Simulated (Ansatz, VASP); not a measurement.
Two plane-wave programs on TiC

```
Ti C
1.0
     0.00000    2.16646    2.16646
     2.16646    0.00000    2.16646
     2.16646    2.16646    0.00000
Ti C
1 1
Direct
  0.00000 0.00000 0.00000
  0.54327 0.54327 0.45673
```

Change from the starting cell: all C atoms moved +0.188 Å, as atom 2 along Cartesian [0 0 1].

Alike in both runs: task single point; functional PBE; k mesh 24 × 24 × 24; occupations gaussian, width 0.15 eV; no spin polarisation.

|  | VASP | Ansatz |
| --- | --- | --- |
| version | VASP 6.6.1 | Ansatz 0.2.0 |
| potentials or method | VASP PAW PBE potentials, release 64 (Ti_sv, C), cutoff 520 eV | scalar-relativistic, plane waves, PAW |
| valence electrons in the cell | 16 | 16 |

```tsv
	VASP	Ansatz	Ansatz less VASP
gap on the k mesh at the Fermi level (eV)	none	none	-
pressure (GPa)	4.5	4.3	-0.19
traceless stress, the component that is largest in VASP (GPa)	7.29	7.21	-0.079
rms of the force components (eV/Å)	1.042	1.036	-0.0065
```

Atom by atom the forces differ by 0.006 eV/Å (rms over components). A gap of «none» marks a metal or a gap that the smearing closes. The functional is the same, so the differences come from potentials, cutoffs and numerics.
